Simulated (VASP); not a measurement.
# Pr (Pm-3m) in VASP: single point with PBEsol

Aim: the single point of Pr with PBEsol.

All numbers are computed with VASP 6.6.1; they aren't measurements. Logs are shortened: lines on timing, memory, paths and dates and some standing lists are left out, and cuts for length are marked.

### 1 The cell of the first run

It takes space group Pm-3m (No. 221, cubic). The conventional cell has a = 2.667 Å, b = 2.667 Å, c = 2.667 Å, α = 90.00°, β = 90.00°, γ = 90.00°. Within 3.5 Å of Pr (site symmetry m-3m) lie 6 Pr at 2.67 Å.

### 2 Single point, PBEsol

The input, INCAR:

```
PREC = Accurate
ENCUT = 520
EDIFF = 1E-7
ISMEAR = -1
SIGMA = 0.13605693000000002
LREAL = False
LASPH = True
NELM = 80
ALGO = Normal
ISIF = 2
LWAVE = False
LCHARG = False
GGA = PS
NBANDS = 12
```

The input, KPOINTS:

```
Automatic mesh
0
Gamma
  12 12 12
```

The input, POSCAR:

```
Pr
1.0
    2.6673713415      0.0000000000      0.0000000000
    0.0000000000      2.6673713415      0.0000000000
    0.0000000000      0.0000000000      2.6673713415
Pr
1
Direct
    0.0000000000      0.0000000000      0.0000000000
```

Potentials or basis: VASP PAW PBE potentials, release 64 (Pr).

Launch:

```
$ cat potpaw_PBE.64/Pr/POTCAR > POTCAR
$ mpirun -np 1 vasp_std > vasp.out
```

OUTCAR:

```text
PREC = Accurate
   ENCUT = 520
   EDIFF = 1E-7
   ISMEAR = -1
   LREAL = False
   LASPH = True
   NELM = 80
   ISIF = 2
   GGA = PS

 ion  position               nearest neighbor table
   1  0.000  0.000  0.000-

  LATTYP: Found a simple cubic cell.
 ALAT       =     2.6673713415

  Lattice vectors:

 A1 = (   2.6673713415,   0.0000000000,   0.0000000000)
 A2 = (   0.0000000000,   2.6673713415,   0.0000000000)
 A3 = (   0.0000000000,   0.0000000000,   2.6673713415)

Analysis of symmetry for initial positions (statically):
=====================================================================
 Subroutine PRICEL returns:
 Original cell was already a primitive cell.

 Routine SETGRP: Setting up the symmetry group for a
 simple cubic supercell.

 Subroutine GETGRP returns: Found 48 space group operations
 (whereof 48 operations were pure point group operations)
 out of a pool of 48 trial point group operations.

The static configuration has the point symmetry O_h .

Analysis of symmetry for dynamics (positions and initial velocities):
=====================================================================
 Subroutine PRICEL returns:
 Original cell was already a primitive cell.

 Routine SETGRP: Setting up the symmetry group for a
 simple cubic supercell.

 Subroutine GETGRP returns: Found 48 space group operations
 (whereof 48 operations were pure point group operations)
 out of a pool of 48 trial point group operations.

The dynamic configuration has the point symmetry O_h .

 Subroutine INISYM returns: Found 48 space group operations
 (whereof 48 operations are pure point group operations),
 and found     1 'primitive' translations

----------------------------------------------------------------------------------------

                                     Primitive cell

  volume of cell :      18.9780

  direct lattice vectors                    reciprocal lattice vectors
     2.667371341  0.000000000  0.000000000     0.374900931  0.000000000  0.000000000
     0.000000000  2.667371341  0.000000000     0.000000000  0.374900931  0.000000000
     0.000000000  0.000000000  2.667371341     0.000000000  0.000000000  0.374900931

  length of vectors
     2.667371341  2.667371341  2.667371341     0.374900931  0.374900931  0.374900931

  position of ions in fractional coordinates (direct lattice)
     0.000000000  0.000000000  0.000000000

  ion indices of the primitive-cell ions
   primitive index   ion index
                 1           1

----------------------------------------------------------------------------------------

 KPOINTS: Automatic mesh

Automatic generation of k-mesh.
 Grid dimensions read from file:
 generate k-points for:   12   12   12

 Generating k-lattice:

  Cartesian coordinates                     Fractional coordinates (reciprocal lattice)
     0.031241744  0.000000000  0.000000000     0.083333333  0.000000000  0.000000000
     0.000000000  0.031241744  0.000000000     0.000000000  0.083333333  0.000000000
     0.000000000  0.000000000  0.031241744     0.000000000  0.000000000  0.083333333

  Length of vectors
     0.031241744  0.031241744  0.031241744

  Shift w.r.t. Gamma in fractional coordinates (k-lattice)
     0.000000000  0.000000000  0.000000000

 Subroutine IBZKPT returns following result:
 ===========================================

 Found     84 irreducible k-points:

 Following reciprocal coordinates:
            Coordinates               Weight
  0.000000  0.000000  0.000000      1.000000
  0.083333  0.000000  0.000000      6.000000
  0.166667  0.000000  0.000000      6.000000
  0.250000  0.000000  0.000000      6.000000
  0.333333  0.000000  0.000000      6.000000
  0.416667  0.000000  0.000000      6.000000
[... 16 lines left out ...]
  0.333333  0.333333  0.000000     12.000000
  0.416667  0.333333  0.000000     24.000000
 [... further k-points ...]
   k-points           NKPTS =     84   k-points in BZ     NKDIM =     84   number of bands    NBANDS=     12
   number of dos      NEDOS =    301   number of ions     NIONS =      1
   total plane-waves  NPLWV =   8000
   dimension x,y,z NGX =    20 NGY =   20 NGZ =   20
   dimension x,y,z NGXF=    40 NGYF=   40 NGZF=   40
   ions per type =               1
   NGX,Y,Z   is equivalent  to a cutoff of  12.47, 12.47, 12.47 a.u.
   NGXF,Y,Z  is equivalent  to a cutoff of  24.93, 24.93, 24.93 a.u.
 SYSTEM =  unknown system
   PREC   = accura    normal or accurate (medium, high low for compatibility)
   ISTART =      0    job   : 0-new  1-cont  2-samecut
   ICHARG =      2    charge: 1-file 2-atom 10-const
   ISPIN  =      1    spin polarized calculation?
   LNONCOLLINEAR =      F non collinear calculations
   LSORBIT =      F    spin-orbit coupling
   LASPH  =      T    aspherical Exc in radial PAW
   ENCUT  =  520.0 eV  38.22 Ry    6.18 a.u.   4.96  4.96  4.96*2*pi/ulx,y,z
   NELM   =     80;   NELMIN=  2; NELMDL= -5     # of ELM steps
   EDIFF  = 0.1E-06   stopping-criterion for ELM
   LREAL  =      F    real-space projection
   EDIFFG = 0.1E-05   stopping-criterion for IOM
   NSW    =      0    number of steps for IOM
   IBRION =     -1    ionic relax: 0-MD 1-quasi-New 2-CG
   NFREE  =      0    steps in history (QN), initial steepest desc. (CG)
   ISIF   =      2    stress and relaxation
   ISYM   =      2    0-nonsym 1-usesym 2-fastsym
   POTIM  = 0.5000    time-step for ionic-motion
   TEBEG  =    0.0;   TEEND  =   0.0 temperature during run
   PSTRESS=    0.0 pullay stress
   NELECT =      13.0000    total number of electrons
   NUPDOWN=      -1.0000    fix difference up-down
   EMIN   =  10.00;   EMAX   =-10.00  energy-range for DOS
   EFERMI =   0.00;   METHOD = LEGACY
   ISMEAR =    -1;   SIGMA  =   0.14  broadening in eV -4-tet -1-fermi 0-gaus
   EFERMI_NEDOS =   21; number of points for ismear=-14 and -15
   IALGO  =     38    algorithm
   IMIX   =      4    mixing-type and parameters
     AMIX     =   0.40;   BMIX     =  1.00
     AMIX_MAG =   1.60;   BMIX_MAG =  1.00
  volume/ion in A,a.u.               =      18.98       128.07
  Fermi-wavevector in a.u.,A,eV,Ry     =   1.443131  2.727122 28.335868  2.082628
  Thomas-Fermi vector in A             =   2.561573
   LORBIT       =      0    0 simple, 1 ext, 2 COOP (PROOUT), +10 PAW based schemes
   GGA     = PS    functional components
   LHFCALC =     F    Hartree Fock is set to
   AEXX    =    0.0000 exact exchange contribution
   IVDW    =     0    specifies the selected vdW correction
   LEPSILON=     F    determine dielectric tensor
   LRPA    =     F    only Hartree local field effects (RPA)
 non-spin polarized calculation
  energy-cutoff  :      520.00
  volume of cell :       18.98
 maximum number of plane-waves:       536
 NGX is ok and might be reduce to    20
   NGX =  9   NGY =  9   NGZ =  9

 number of electron      13.0000000 magnetization

 Free energy of the ion-electron system (eV)
  ---------------------------------------------------
  ext. energy  EPLUGINS =         0.00000000
  ---------------------------------------------------
  free energy    TOTEN  =        -6.26292815 eV

  energy without entropy =       -6.07678005  energy(sigma->0) =       -6.16985410

 E-fermi :  11.5160     XC(G=0): -13.0466

 val. band max:       11.5058336592   @ k =   0.4167   0.2500   0.2500
 cond. band min:      11.5180524377   @ k =   0.3333   0.3333   0.0833
 fundamental gap:      0.0122187784
 Fermi energy:        11.5159960179

 k-point     1 :       0.0000    0.0000    0.0000
  band No.  band energies     occupation
      1     -25.5422      2.00000
      2      -3.5931      2.00000
      3      -3.5931      2.00000
      4      -3.5931      2.00000
      5       9.3405      2.00000
      6       9.3405      2.00000
      7       9.9218      1.99998
      8      12.1138      0.02441
      9      12.1138      0.02441
     10      12.1138      0.02441
     11      12.8702      0.00010
     12      12.8703      0.00010

 k-point     2 :       0.0833    0.0000    0.0000
  band No.  band energies     occupation
      1     -25.4721      2.00000
      2      -4.2050      2.00000
      3      -3.5401      2.00000
      4      -3.5401      2.00000
      5       9.4076      2.00000
      6       9.6503      2.00000
      7      10.4807      1.99901
      8      12.0906      0.02888
      9      12.1363      0.02073
     10      12.1363      0.02073
     11      12.8807      0.00009
     12      12.9012      0.00008

 k-point     3 :       0.1667    0.0000    0.0000
  band No.  band energies     occupation
      1     -25.2735      2.00000
      2      -5.6350      2.00000
      3      -3.3923      2.00000
      4      -3.3923      2.00000
      5       9.6025      2.00000
      6       9.9396      1.99998
      7      11.9835      0.06238
      8      12.0188      0.04845
      9      12.2013      0.01291
     10      12.2013      0.01291
     11      12.9156      0.00007
     12      12.9161      0.00007
[... 286 lines left out ...]
 k-point    23 :       0.3333    0.3333    0.0000
  band No.  band energies     occupation
      1     -23.8016      2.00000
      2      -7.8545      2.00000
      3      -7.8353      2.00000
      4      -2.3591      2.00000
      5       8.6193      2.00000
      6      11.0092      1.95290
      7      11.5522      0.86782
      8      12.4766      0.00171
      9      12.4980      0.00147
     10      12.8156      0.00014
     11      13.1962      0.00001
     12      13.2672      0.00001

 k-point    24 :       0.4167    0.3333    0.0000
  band No.  band energies     occupation
      1     -23.5534      2.00000
      2      -8.7755      2.00000
      3      -7.6170      2.00000
      4      -2.1995      2.00000
      5       7.8188      2.00000
      6      11.1724      1.85184
      7      11.4547      1.22141
      8      12.4119      0.00276
      9      12.6392      0.00052
     10      12.9354      0.00006
     11      12.9781      0.00004
     12      13.3776      0.00000

 [... further k-points ...]
[... 5 lines left out ...]
  --------------------------------------------------------------------------------------
  -------------------------------------------------------------------------------------
  Total        0.0118624      0.0118624      0.0118624      0.0000000     -0.0000000      0.0000000
  in kB        1.0014585      1.0014585      1.0014585      0.0000000     -0.0000000      0.0000000
  external PRESSURE =       1.0014585 kB  Pullay stress =       0.0000000 kB

 VOLUME and BASIS-vectors are now :
 -----------------------------------------------------------------------------
  energy-cutoff  :      520.00
  volume of cell :       18.98
      direct lattice vectors                 reciprocal lattice vectors
     2.667371341  0.000000000  0.000000000     0.374900931  0.000000000  0.000000000
     0.000000000  2.667371341  0.000000000     0.000000000  0.374900931  0.000000000
     0.000000000  0.000000000  2.667371341     0.000000000  0.000000000  0.374900931

 POSITION                                       TOTAL-FORCE (eV/Angst)
 -----------------------------------------------------------------------------------
      0.00000      0.00000      0.00000         0.000000      0.000000      0.000000
 -----------------------------------------------------------------------------------
    total drift:                               -0.000000      0.000000      0.000000

  FREE ENERGIE OF THE ION-ELECTRON SYSTEM (eV)
  ---------------------------------------------------
  free  energy   TOTEN  =        -6.2629281496 eV

  energy  without entropy=       -6.0767800468  energy(sigma->0) =       -6.16985410
```

Run time: 9.5 s. Hardware: 1 thread of Intel Xeon 6975P-C (Granite Rapids), shared host; peak memory 0.14 GiB.

Results:

```yaml
Free_energy: -6.2629 eV
Pressure: 0.1 GPa
```

Levels at points of the mesh, in eV from the Fermi level:
| k point | band 3 | band 4 | band 5 | band 6 | band 7 | band 8 | band 9 | band 10 | band 11 | band 12 |
| --- | --- | --- | --- | --- | --- | --- | --- | --- | --- | --- |
| (0.00, 0.00, 0.00) | -15.11 | -15.11 | -2.18 | -2.18 | -1.59 | 0.60 | 0.60 | 0.60 | 1.35 | 1.35 |
| (0.50, 0.00, 0.00) | -14.25 | -14.25 | -0.59 | -0.51 | -0.35 | 0.98 | 0.98 | 1.22 | 1.45 | 1.90 |
| (0.50, 0.50, 0.00) | -20.30 | -13.44 | -5.19 | -0.18 | -0.18 | 0.78 | 1.25 | 1.25 | 1.71 | 1.99 |
| (0.50, 0.50, 0.50) | -19.26 | -19.26 | -2.73 | -2.73 | -2.73 | -0.74 | 1.05 | 1.05 | 1.05 | 1.54 |

Caveat: the PAW data sets were made with another functional, which shifts forces and pressure a little; spin-orbit coupling is left out, which moves the levels of the heavy elements.
